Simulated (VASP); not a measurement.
Set up this calculation in VASP 6.6.1, as the native input.

```yaml
Task: relaxation of cell and atoms
Functional: PBE
Potentials_or_basis: VASP PAW PBE potentials, release 64 (Al, Nb_sv)
Cutoff: 600 eV
k_mesh: 4 × 4 × 4
Occupations: gaussian, width 0.1 eV
Spin: no spin polarisation
Dipole_correction: no
Further_INCAR_settings: ALGO = Normal; EDIFF = 1e-06; IBRION = 2; EDIFFG = -0.04; NSW = 90; ISIF = 3
```

The structure of NbAl2 lies in POSCAR:

```
NbAl2
1.0
   -3.0355174821      3.0355174821      2.5267682648
    3.0355174821     -3.0355174821      2.5267682648
    3.0355174821      3.0355174821     -2.5267682648
Al Nb
4 2
Direct
    0.6670000000      0.1670000000      0.8340000000
    0.1670000000      0.3330000000      0.5000000000
    0.3330000000      0.8330000000      0.1660000000
    0.8330000000      0.6670000000      0.5000000000
    0.2500000000      0.2500000000      0.0000000000
    0.7500000000      0.7500000000      0.0000000000
```

The input as run:

INCAR

```
SYSTEM = NbAl2
ALGO     = Normal         ! electronic algorithm
EDIFF    = 1E-6           ! SCF threshold, eV
EDIFFG   = -0.04          ! ionic threshold
ENCUT    = 600            ! plane-wave cutoff, eV
GGA      = PE             ! functional
IBRION   = 2              ! ionic algorithm
ISIF     = 3              ! what is computed and relaxed
ISMEAR   = 0              ! smearing method
LASPH    = .TRUE.         ! aspherical terms in the spheres
LCHARG   = .FALSE.        ! write CHGCAR
LREAL    = .FALSE.        ! projectors in reciprocal space
LWAVE    = .FALSE.        ! write WAVECAR
NELM     = 100            ! most SCF steps
NSW      = 90             ! ionic steps
PREC     = Accurate       ! precision mode
SIGMA    = 0.1            ! smearing width, eV
```

KPOINTS

```
k-points
0
G
  4 4 4
  0 0 0
```

Potentials or basis: VASP PAW PBE potentials, release 64 (Al, Nb_sv).

Launch:

```sh
$ cat potpaw_PBE.64/Al/POTCAR potpaw_PBE.64/Nb_sv/POTCAR > POTCAR
$ mpirun -np 1 vasp_std > vasp.out
```

It gave:

The relaxed volume is 19.41 Å³/atom and the relaxed cell is a = 5.451 Å, b = 5.451 Å, c = 5.451 Å, α = 101.76°, β = 101.76°, γ = 126.31°. The space group after relaxing (to 0.1 Å) is I4/mcm (No. 140), the energy gained by relaxing is 353.5 meV/atom and the ionic steps are 18. The pressure after relaxing is 0.1 GPa, the largest force after relaxing is 0.007 eV/Å and the band gap on the k mesh is zero (bands 19 and 20 overlap by 1.10 eV).

Caveat: the k points lie up to 0.39 Å⁻¹ apart in the final cell, too coarse for converged energies and pressures of a metal; the volume moved by over 15 % at a fixed basis, so the end points are rough.

Wall time 12 min on 1 thread of Intel Xeon 8259CL (shared host), peak memory 0.26 GiB.
